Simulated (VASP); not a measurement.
# W8C9F3 in VASP: further runs

Runs on W8C9F3. Level: PBEsol. Tasks: single point.

Program: VASP 6.6.1. These are calculated values, not measurements. Logs are shortened: lines on timing, memory, paths and dates and some standing lists are left out, and cuts for length are marked.

## 1. The cell of the first run

The cell holds a slab with vacuum, 20 atoms: a = 5.776 Å, b = 5.776 Å, c = 16.238 Å, α = 90.00°, β = 90.00°, γ = 120.00°.

## 2. Single point, PBEsol

Contents of INCAR:

```
SYSTEM = W8C9F3
  ALGO = Normal
  EDIFF = 1E-7
  ENCUT = 520
  GGA = PS
  ISIF = 2
  ISMEAR = -1
  LASPH = .TRUE.
  LCHARG = .TRUE.
  LELF = .TRUE.
  LREAL = Auto
  LVHAR = .TRUE.
  LWAVE = .FALSE.
  NBANDS = 100
  NELM = 80
  PREC = Accurate
  SIGMA = 0.15
```

Contents of KPOINTS:

```
k-points
0
G
  3 3 1
  0 0 0
```

Contents of POSCAR:

```
W8C9F3
1.0
    5.7763200000      0.0000000000      0.0000000000
   -2.8881600000      5.0024400000      0.0000000000
    0.0000000000      0.0000000000     16.2384600000
W C F
8 9 3
Direct
    0.0000000000      0.0000000000      0.0615822000
   -0.0002872976      0.0002818187      0.2362581150
    0.0000000000      0.5000000000      0.0615822000
   -0.0002806071      0.4994226507      0.2362598802
    0.5000000000      0.0000000000      0.0615822000
    0.5005793599      0.0002885826      0.2362594150
    0.5000000000      0.5000000000      0.0615822000
    0.5000052304      0.4999993335      0.2355090484
    0.3333543381      0.1667141916      0.1421092032
    0.3322358725      0.1644321762      0.3041761852
    0.3333603091      0.6666459287      0.1421096108
    0.3322092027      0.6677645521      0.3041774170
    0.8333339719      0.1666663307      0.1433949813
    0.8333423670      0.1666612996      0.3142750458
    0.8332854117      0.6666371013      0.1421084327
    0.8355707920      0.6677980707      0.3041761200
   -0.1666409073      0.1666582172      0.4072945489
   -0.2934401952     -0.0832335330      0.4385341375
    0.0832597841      0.2897455512      0.4385283002
   -0.2897230147      0.2934681675      0.4385345549
```

Potentials or basis: VASP PAW PBE potentials, release 64 (W_sv, C, F).

Run with:

```
$ cat potpaw_PBE.64/W_sv/POTCAR potpaw_PBE.64/C/POTCAR potpaw_PBE.64/F/POTCAR > POTCAR
$ mpirun -np 1 vasp_std > vasp.out
```

OUTCAR:

```text
SYSTEM = W8C9F3
   EDIFF = 1E-7
   ENCUT = 520
   GGA = PS
   ISIF = 2
   ISMEAR = -1
   LASPH = .TRUE.
   LREAL = Auto
   NELM = 80
   PREC = Accurate

 ion  position               nearest neighbor table
   1  0.000  0.000  0.062-   9 2.12  15 2.12  13 2.13   2 2.84   5 2.89   5 2.89   3 2.89   3 2.89
                             7 2.89   7 2.89
   2  1.000  0.000  0.236-  16 2.00  10 2.00  14 2.09  13 2.25   9 2.26  15 2.26   1 2.84   6 2.88
                             4 2.88   8 2.89   8 2.89   4 2.89   6 2.89
   3  0.000  0.500  0.062-  15 2.12  11 2.12  13 2.13   4 2.84   7 2.89   7 2.89   5 2.89   1 2.89
                             1 2.89   5 2.89
   4  1.000  0.499  0.236-  12 2.00  16 2.00  14 2.09  13 2.25  11 2.26  15 2.26   3 2.84   6 2.88
                             2 2.88   8 2.89   8 2.89   2 2.89   6 2.89
   5  0.500  0.000  0.062-  11 2.12   9 2.12  13 2.13   6 2.84   1 2.89   1 2.89   3 2.89   7 2.89
                             7 2.89   3 2.89
   6  0.501  0.000  0.236-  10 2.00  12 2.00  14 2.09  13 2.25  11 2.26   9 2.26   5 2.84   2 2.88
                             4 2.88   8 2.89   8 2.89   4 2.89   2 2.89
   7  0.500  0.500  0.062-  15 2.12   9 2.12  11 2.12   8 2.82   3 2.89   3 2.89   5 2.89   5 2.89
                             1 2.89   1 2.89
   8  0.500  0.500  0.236-  12 2.02  16 2.02  10 2.02  15 2.25   9 2.25  11 2.25   7 2.82   2 2.89
                             4 2.89   6 2.89   6 2.89   4 2.89   2 2.89
   9  0.333  0.167  0.142-   7 2.12   1 2.12   5 2.12   8 2.25   2 2.26   6 2.26
  10  0.332  0.164  0.304-   6 2.00   2 2.00   8 2.02
  11  0.333  0.667  0.142-   7 2.12   5 2.12   3 2.12   8 2.25   4 2.26   6 2.26
  12  0.332  0.668  0.304-   4 2.00   6 2.00   8 2.02
  13  0.833  0.167  0.143-   1 2.13   3 2.13   5 2.13   6 2.25   4 2.25   2 2.25
  14  0.833  0.167  0.314-  17 1.51   2 2.09   4 2.09   6 2.09
  15  0.833  0.667  0.142-   7 2.12   3 2.12   1 2.12   8 2.25   2 2.26   4 2.26
  16  0.836  0.668  0.304-   2 2.00   4 2.00   8 2.02
  17  0.833  0.167  0.407-  18 1.35  20 1.35  19 1.35  14 1.51
  18  0.707  0.917  0.439-  17 1.35
  19  0.083  0.290  0.439-  17 1.35
  20  0.710  0.293  0.439-  17 1.35

  LATTYP: Found a hexagonal cell.
 ALAT       =     5.7763200000
 C/A-ratio  =     2.8112119827

  Lattice vectors:

 A1 = (   5.7763200000,   0.0000000000,   0.0000000000)
 A2 = (  -2.8881600000,   5.0024400000,   0.0000000000)
 A3 = (   0.0000000000,   0.0000000000,  16.2384600000)

Analysis of symmetry for initial positions (statically):
=====================================================================
 Subroutine PRICEL returns:
 Original cell was already a primitive cell.

 Routine SETGRP: Setting up the symmetry group for a
 hexagonal supercell.

 Subroutine GETGRP returns: Found  1 space group operations
[... 143 lines left out ...]
   PSTRESS=    0.0 pullay stress
   NELECT =     169.0000    total number of electrons
   NUPDOWN=      -1.0000    fix difference up-down
   EMIN   =  10.00;   EMAX   =-10.00  energy-range for DOS
   EFERMI =   0.00;   METHOD = LEGACY
   ISMEAR =    -1;   SIGMA  =   0.15  broadening in eV -4-tet -1-fermi 0-gaus
   EFERMI_NEDOS =   21; number of points for ismear=-14 and -15
   IALGO  =     38    algorithm
   IMIX   =      4    mixing-type and parameters
     AMIX     =   0.40;   BMIX     =  1.00
     AMIX_MAG =   1.60;   BMIX_MAG =  1.00
  volume/ion in A,a.u.               =      23.46       158.32
  Fermi-wavevector in a.u.,A,eV,Ry     =   1.164781  2.201118 18.459236  1.356716
  Thomas-Fermi vector in A             =   2.301315
   LORBIT       =      0    0 simple, 1 ext, 2 COOP (PROOUT), +10 PAW based schemes
   GGA     = PS    functional components
   LHFCALC =     F    Hartree Fock is set to
   AEXX    =    0.0000 exact exchange contribution
   IVDW    =     0    specifies the selected vdW correction
   LEPSILON=     F    determine dielectric tensor
   LRPA    =     F    only Hartree local field effects (RPA)
 non-spin polarized calculation
  energy-cutoff  :      520.00
  volume of cell :      469.22
 maximum number of plane-waves:     12661
 NGX is ok and might be reduce to    48
   NGX = 21   NGY = 21   NGZ = 61

 number of electron     168.9999959 magnetization

 Free energy of the ion-electron system (eV)
  ---------------------------------------------------
  ext. energy  EPLUGINS =         0.00000000
  ---------------------------------------------------
  free energy    TOTEN  =      -196.53697938 eV

  energy without entropy =     -196.24527816  energy(sigma->0) =     -196.39112877

 E-fermi :   0.6788     XC(G=0):  -6.8937

 val. band max:        0.4370664470   @ k =  -0.3333   0.3333   0.0000
 cond. band min:       0.9473467006   @ k =   0.0000   0.0000   0.0000
 fundamental gap:      0.5102802537
 Fermi energy:         0.6788319205

 k-point     1 :       0.0000    0.0000    0.0000
  band No.  band energies     occupation
      1     -73.1868      2.00000
      2     -73.1269      2.00000
      3     -73.1269      2.00000
      4     -73.1222      2.00000
      5     -73.0892      2.00000
      6     -73.0303      2.00000
[... 484 lines left out ...]
     95       3.1079      0.00000
     96       3.2729      0.00000
 [bands above 96 left out]

------------------------ aborting loop because EDIFF is reached ----------------------------------------

  FORCE on cell =-STRESS in cart. coord.  units (eV):
  Direction    XX          YY          ZZ          XY          YZ          ZX
  --------------------------------------------------------------------------------------
  -------------------------------------------------------------------------------------
  Total        5.0017728      5.0022184      1.0596072     -0.0004065      0.0009565     -0.0025530
  in kB       17.0787691     17.0802909      3.6180744     -0.0013881      0.0032661     -0.0087173
  external PRESSURE =      12.5923781 kB  Pullay stress =       0.0000000 kB

 VOLUME and BASIS-vectors are now :
 -----------------------------------------------------------------------------
  energy-cutoff  :      520.00
  volume of cell :      469.22
      direct lattice vectors                 reciprocal lattice vectors
     5.776320000  0.000000000  0.000000000     0.173120603  0.099951224  0.000000000
    -2.888160000  5.002440000  0.000000000     0.000000000  0.199902448  0.000000000
     0.000000000  0.000000000 16.238460000     0.000000000  0.000000000  0.061582194

 POSITION                                       TOTAL-FORCE (eV/Angst)
 -----------------------------------------------------------------------------------
      0.00000      0.00000      1.00000        -0.105209      0.060912     -0.009971
      5.77385      0.00141      3.83647        -0.020865      0.011957     -0.036200
     -1.44408      2.50122      1.00000        -0.000054     -0.121671     -0.009783
      4.33229      2.49833      3.83650         0.000336     -0.024071     -0.036361
      2.88816      0.00000      1.00000         0.105406      0.060649     -0.009768
      2.89067      0.00144      3.83649         0.020704      0.012296     -0.036128
[... 12 lines left out ...]
     -0.35590      1.44943      7.12102         0.336662      0.193578      0.162313
      3.25520      1.46806      7.12113        -0.335635      0.195214      0.162241
 -----------------------------------------------------------------------------------
    total drift:                                0.000640     -0.000052     -0.004077

  FREE ENERGIE OF THE ION-ELECTRON SYSTEM (eV)
  ---------------------------------------------------
  free  energy   TOTEN  =      -196.5369793788 eV

  energy  without entropy=     -196.2452781593  energy(sigma->0) =     -196.39112877
```

It took 6.9 min on 1 thread of Intel Xeon 6975P-C (Granite Rapids), shared host; peak memory 0.68 GiB.

Results:

- Free energy: -196.5370 eV
- Largest force: 0.441 eV/Å
- Band gap on the k mesh: zero (an odd number of electrons rules out a gap without spin polarisation)

Forces in eV/Å, atoms in the order of the input:
```
W   -0.105  0.061 -0.010
W   -0.021  0.012 -0.036
W    0.000 -0.122 -0.010
W    0.000 -0.024 -0.036
W    0.105  0.061 -0.010
W    0.021  0.012 -0.036
W    0.000  0.000 -0.236
W   -0.001  0.000 -0.035
C    0.000  0.000 -0.006
C    0.000  0.007  0.103
C    0.000  0.000 -0.006
C    0.005 -0.003  0.103
C    0.000  0.000  0.010
C    0.000  0.000  0.062
C    0.000  0.000 -0.006
C   -0.006 -0.003  0.103
C    0.000  0.000 -0.441
F   -0.001 -0.389  0.162
F    0.337  0.194  0.162
F   -0.336  0.195  0.162
```

Caveat: the k points lie up to 0.42 Å⁻¹ apart, too coarse for converged energies and pressures of a metal; the PAW data sets were made with another functional, which shifts forces and pressure a little; spin-orbit coupling is left out, which moves the levels of the heavy elements; an odd number of electrons without spin polarisation forces a metal; a magnetic or distorted state may lie lower.

## 3. Single point, PBEsol

Contents of INCAR:

```
PREC = Accurate ; ENCUT = 520
EDIFF = 1E-6 ; ISMEAR = -1
SIGMA = 0.15 ; LREAL = Auto
LASPH = True ; NELM = 100
ALGO = Normal ; ISIF = 2
LWAVE = False ; LCHARG = False
GGA = PS ; NBANDS = 100
```

Contents of KPOINTS:

```
regular mesh
0
Gamma
  3 3 1
```

Contents of POSCAR:

```
W8C9F3
1.0
    5.7763200000      0.0000000000      0.0000000000
   -2.8881600000      5.0024400000      0.0000000000
    0.0000000000      0.0000000000     16.2384600000
W C F
8 9 3
Direct
    0.0000000000      0.0000000000      0.0615821944
   -0.0002871960      0.0002818625      0.2362581181
    0.0000000000      0.5000000000      0.0615821944
   -0.0002805225      0.4994226817      0.2362599040
    0.5000000000      0.0000000000      0.0615821944
    0.5005793816      0.0002886591      0.2362594113
    0.5000000000      0.5000000000      0.0615821944
    0.5000052400      0.4999994003      0.2355090323
    0.3333543518      0.1667142434      0.1421092271
    0.3322358143      0.1644321571      0.3041761965
    0.3333603325      0.6666458768      0.1421095966
    0.3322092279      0.6677645309      0.3041774282
    0.8333339990      0.1666662669      0.1433950017
    0.8333424069      0.1666612693      0.3142750606
    0.8332854745      0.6666370811      0.1421084265
    0.8355708829      0.6677981145      0.3041761349
   -0.1666409148      0.1666582708      0.4072945341
   -0.2934402703     -0.0832335820      0.4385341344
    0.0832598720      0.2897456041      0.4385282841
   -0.2897230277      0.2934681875      0.4385345655
```

Potentials or basis: VASP PAW PBE potentials, release 64 (W_sv, C, F).

Run with:

```
$ cat potpaw_PBE.64/W_sv/POTCAR potpaw_PBE.64/C/POTCAR potpaw_PBE.64/F/POTCAR > POTCAR
$ mpirun -np 1 vasp_std > vasp.out
```

Wall time 7.1 min (1 thread of Intel Xeon 6975P-C (Granite Rapids), shared host); peak memory 0.67 GiB.

The run converged. Its results:

```yaml
Free_energy: -196.5370 eV
Largest_force: 0.441 eV/Å
Band_gap_on_the_k_mesh: zero (an odd number of electrons rules out a gap without spin polarisation)
```

Forces in eV/Å, atoms in the order of the input:
```
W   -0.105  0.061 -0.010
W   -0.021  0.012 -0.036
W    0.000 -0.122 -0.010
W    0.000 -0.024 -0.036
W    0.105  0.061 -0.010
W    0.021  0.012 -0.036
W    0.000  0.000 -0.236
W   -0.001  0.000 -0.035
C    0.000  0.000 -0.006
C    0.000  0.007  0.103
C    0.000  0.000 -0.006
C    0.005 -0.003  0.103
C    0.000  0.000  0.010
C    0.000  0.000  0.062
C    0.000  0.000 -0.006
C   -0.006 -0.003  0.103
C    0.000  0.000 -0.441
F   -0.001 -0.389  0.162
F    0.337  0.194  0.162
F   -0.336  0.195  0.162
```

Levels at points of the mesh, in eV from the Fermi level:
```
           k point  band 82  band 83  band 84  band 85  band 86  band 87  band 88  band 89
(0.00, 0.00, 0.00)     0.27     0.27     0.49     0.49     0.53     1.32     1.42     1.42
```

Caveat: the k points lie up to 0.42 Å⁻¹ apart, too coarse for converged energies and pressures of a metal; the PAW data sets were made with another functional, which shifts forces and pressure a little; spin-orbit coupling is left out, which moves the levels of the heavy elements; an odd number of electrons without spin polarisation forces a metal; a magnetic or distorted state may lie lower.

[end of part 1 of 2]
